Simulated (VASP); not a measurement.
Crystal: Ru.

```
Ru
1.0
     0.00000    1.89243    1.89243
     1.89243    0.00000    1.89243
     1.89243    1.89243    0.00000
Ru
1
Direct
  0.00000 0.00000 0.00000
```

| Quantity | Value |
| --- | --- |
| Program | VASP 6.6.1 |
| Task | relaxation of cell and atoms |
| Functional | LDA |
| Potentials or basis | VASP PAW LDA potentials, release 64 (Ru_pv) |
| Cutoff | 600 eV |
| k mesh | 14 × 14 × 14 |
| Occupations | fermi-dirac, width 0.1 eV |
| Spin | no spin polarisation |

At the start: pressure -9.1 GPa; volume 13.55 Å³/atom.

Problem. How do energy, volume and symmetry change on relaxing?

Solution. Over 4 steps the energy falls by 10.6 meV/atom and the volume is 13.19 Å³/atom (-2.7 %); space group Fm-3m (No. 225, to 0.05 Å).

The path:
| step | energy change (eV) | largest force (eV/Å) | pressure (GPa) | volume (Å³) |
| --- | --- | --- | --- | --- |
| 1 | 0.0000 | 0.0000 | -9.12 | 13.55 |
| 2 | 0.1102 | 0.0000 | 38.43 | 12.10 |
| 3 | -0.0106 | 0.0000 | -0.39 | 13.20 |
| 4 | -0.0106 | 0.0000 | 0.00 | 13.19 |

Final structure:
```cif
data_structure
_symmetry_space_group_name_H-M 'P 1'
_symmetry_Int_Tables_number 1
_cell_length_a 2.6522
_cell_length_b 2.6522
_cell_length_c 2.6522
_cell_angle_alpha 60.000
_cell_angle_beta 60.000
_cell_angle_gamma 60.000
_cell_volume 13.19
loop_
_atom_site_label
_atom_site_type_symbol
_atom_site_fract_x
_atom_site_fract_y
_atom_site_fract_z
_atom_site_occupancy
Ru1 Ru 0.00000 0.00000 0.00000 1
```
